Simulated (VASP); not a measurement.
Here is a VASP 6.6.1 calculation.

INCAR

```
ALGO     = Normal         # electronic algorithm
EDIFF    = 1E-6           # SCF threshold, eV
ENCUT    = 520            # plane-wave cutoff, eV
GGA      = PS             # functional
ISIF     = 2              # what is computed and relaxed
ISMEAR   = -1             # smearing method
ISPIN    = 2              # spin polarisation
LASPH    = T              # aspherical terms in the spheres
LCHARG   = F              # write CHGCAR
LORBIT   = 11             # projections on sites
LREAL    = Auto         
LWAVE    = F              # write WAVECAR
MAGMOM   = 0 0 0 0 0 0 0 0 0 0 0 0 0 0 0 0 1 # initial moments
NBANDS   = 53             # bands
NELM     = 150            # most SCF steps
PREC     = Accurate       # precision mode
SIGMA    = 0.05           # smearing width, eV
```

Contents of KPOINTS:

```
k-points
0
Gamma
  2 2 2
```

The input POSCAR:

```
Mg8O9
1.0
    0.0000000000      4.2318000000      4.2318000000
    4.2318000000      0.0000000000      4.2318000000
    4.2318000000      4.2318000000      0.0000000000
Mg O
8 9
Direct
    0.0087239663     -0.0007732858     -0.0079288844
    0.0088021907     -0.0005250304      0.4994640331
   -0.0765767187      0.5252188172      0.0254409865
    0.0089777282      0.4915801797      0.4993439150
    0.4976125197      0.0087769632     -0.0033736327
    0.5335328636     -0.0112661904      0.4885623353
    0.4980198050      0.4965874160     -0.0033798995
    0.4979659423      0.4967759256      0.5081133767
    0.2618104813      0.2190239473      0.2993645009
    0.2615543806      0.2188664304      0.7193251363
    0.2576955134      0.7471720241      0.2473621074
    0.2616144913      0.8001447784      0.7189518114
    0.7557187925      0.2452595767      0.2492919780
    0.7777944108      0.2404450855      0.7406943608
    0.7557500399      0.7491294565      0.2492684357
    0.7557685612      0.7491750009      0.7452982709
    0.2899154318      0.4041167051      0.9024188683
```

Potentials or basis: VASP PAW PBE potentials, release 64 (Mg, O).

Launch:

```console
$ cat potpaw_PBE.64/Mg/POTCAR potpaw_PBE.64/O/POTCAR > POTCAR
$ mpirun -np 1 vasp_std > vasp.out
```

**Question.** Predict the largest force.

**Answer.** 0.202 eV/Å.

**Question.** Estimate the pressure.

**Answer.** 15.3 GPa.

Forces in eV/Å, atoms in the order of the input:
```
Mg   0.004 -0.037  0.004
Mg   0.032 -0.002 -0.010
Mg  -0.057  0.049  0.057
Mg   0.012  0.003 -0.035
Mg   0.033 -0.041  0.052
Mg  -0.047  0.058  0.052
Mg  -0.053 -0.045 -0.041
Mg   0.039  0.054 -0.044
O    0.044  0.190 -0.053
O   -0.184 -0.033 -0.045
O   -0.017  0.014  0.016
O    0.037 -0.031  0.170
O   -0.004  0.005 -0.039
O    0.027 -0.029 -0.026
O    0.039  0.006  0.004
O   -0.004 -0.038  0.003
O    0.099 -0.122 -0.065
```

Caveat: the k points lie up to 0.64 Å⁻¹ apart; the PAW data sets were made with another functional, which shifts forces and pressure a little.
